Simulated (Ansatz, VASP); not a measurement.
Ta2SiI2: VASP beside Ansatz

Contents of INCAR:

```
PREC     = Accurate       # precision mode
ENCUT    = 520            # plane-wave cutoff, eV
EDIFF    = 1E-6           # SCF threshold, eV
ISMEAR   = 0              # smearing method
SIGMA    = 0.1            # smearing width, eV
LREAL    = F              # projectors in reciprocal space
LASPH    = T              # aspherical terms in the spheres
NELM     = 60             # most SCF steps
ALGO     = Normal         # electronic algorithm
ISIF     = 2              # what is computed and relaxed
LWAVE    = F              # write WAVECAR
LCHARG   = F              # write CHGCAR
GGA      = PE             # functional
NBANDS   = 28             # bands
```

The input KPOINTS:

```
regular mesh
0
Gamma
  6 6 2
```

POSCAR

```
Ta2SiI2
1.0
    4.4602289000      0.0000000000      0.0000000000
   -2.2301144500      3.8626715300      0.0000000000
    0.0000000000      0.0000000000      9.6330306300
Ta Si I
2 1 2
Direct
    0.3333333300      0.6666666700      0.0000000000
    0.6666666700      0.3333333300      0.0000000000
    0.0000000000      0.0000000000      0.5000000000
    0.0000000000      0.0000000000      0.1442448100
    0.0000000000      0.0000000000      0.8557551900
```

Input for Ansatz:

```yaml
crystal:
  lattice:
    - [4.4602289, 0.0, 0.0]
    - [-2.23011445, 3.86267153, 0.0]
    - [0.0, 0.0, 9.63303063]
  atoms:
    - { symbol: Ta, position: [0.33333333, 0.66666667, 0.0] }
    - { symbol: Ta, position: [0.66666667, 0.33333333, 0.0] }
    - { symbol: Si, position: [0.0, 0.0, 0.5] }
    - { symbol: I, position: [0.0, 0.0, 0.14424481] }
    - { symbol: I, position: [0.0, 0.0, 0.85575519] }
basis:
  ecutwfc: 420
kpoints:
  mp_grid: { grid: [6, 6, 2] }
hamiltonian:
  xc: pbe
scf:
  occupations: { method: gaussian, width: 0.1 }
  lower_state_search: "off"
output:
  forces: true
  stress: true
  eigenvalues: true
```

Alike in both runs: task single point; functional PBE; k mesh 6 × 6 × 2; occupations gaussian, width 0.1 eV; no spin polarisation.

|  | VASP | Ansatz |
| --- | --- | --- |
| version | VASP 6.6.1 | Ansatz 0.2.0 |
| potentials or method | VASP PAW PBE potentials, release 64 (Ta_pv, Si, I), cutoff 520 eV | scalar-relativistic, plane waves, PAW |
| valence electrons in the cell | 40 | 64 |

```csv
,VASP,Ansatz,Ansatz less VASP
gap on the k mesh at the Fermi level (eV),none,none,-
pressure (GPa),10.1,10.1,-0.05
"traceless stress, the component that is largest in VASP (GPa)",3.71,3.77,+0.056
rms of the force components (eV/Å),2.299,2.296,-0.0029
```

Atom by atom the forces differ by 0.003 eV/Å (rms over components). A gap of «none» marks a metal or a gap that the smearing closes. VASP's potentials hold 40 valence electrons a cell and Ansatz's 64, so a difference there can come from the potentials and not from the codes.

Spin-orbit coupling is off throughout.
